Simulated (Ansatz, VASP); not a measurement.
## Two plane-wave programs on Zr2H3

INCAR

```
SYSTEM = Zr2H3
PREC = Accurate
ENCUT = 600
EDIFF = 1E-7
ISMEAR = 0
SIGMA = 0.1
LREAL = .False.
LASPH = .True.
NELM = 100
ALGO = Normal
ISIF = 3
LWAVE = .False.
LCHARG = .False.
GGA = PE
IBRION = 2
NSW = 100
EDIFFG = -0.01
```

KPOINTS

```
regular mesh
0
Gamma
  12 12 8
  0 0 0
```

File POSCAR:

```
Zr2H3
1.0
    3.6170019423      0.0000000000      0.0000000000
   -1.8085009712      3.1324155676      0.0000000000
    0.0000000000      0.0000000000      5.6055632820
Zr H
2 3
Direct
    0.3333333333      0.6666666667      0.7748504424
    0.6666666667      0.3333333333      0.2251495576
    0.5000000000      0.0000000000      0.5000000000
    0.0000000000      0.5000000000      0.5000000000
    0.5000000000      0.5000000000      0.5000000000
```

Input for Ansatz:

```yaml
crystal:
  lattice:
    - [3.6170019423, 0.0, 0.0]
    - [-1.8085009712, 3.1324155676, 0.0]
    - [0.0, 0.0, 5.605563282]
  atoms:
    - { symbol: Zr, position: [0.3333333333, 0.6666666667, 0.7748504424] }
    - { symbol: Zr, position: [0.6666666667, 0.3333333333, 0.2251495576] }
    - { symbol: H, position: [0.5, 0.0, 0.5] }
    - { symbol: H, position: [0.0, 0.5, 0.5] }
    - { symbol: H, position: [0.5, 0.5, 0.5] }
basis:
  ecutwfc: 420
kpoints:
  mp_grid: { grid: [12, 12, 8] }
hamiltonian:
  xc: pbe
scf:
  occupations: { method: gaussian, width: 0.1 }
output:
  forces: true
  stress: true
  eigenvalues: true
relax:
  adjacent_minimum: "off"
  f_tol: 0.01
  max_steps: 80
  cell: { stress_tol: 0.05 }
```

Alike in both runs: task relaxation of cell and atoms; functional PBE; k mesh 12 × 12 × 8; occupations gaussian, width 0.1 eV; no spin polarisation.

|  | VASP | Ansatz |
| --- | --- | --- |
| version | VASP 6.6.1 | Ansatz 0.2.0 |
| potentials or method | VASP PAW PBE potentials, release 64 (Zr_sv, H), cutoff 600 eV | scalar-relativistic, plane waves, PAW |
| valence electrons in the cell | 27 | 27 |

```csv
,VASP,Ansatz,Ansatz less VASP
"gap on the k mesh at the Fermi level, each at its own relaxed structure (eV)",none,none,-
relaxed volume (Å³/atom),12.72,12.72,0.000
relaxed cell length with the largest relative difference (Å),5.610,5.609,-0.0006
```

A gap of «none» marks a metal or a gap that the smearing closes.
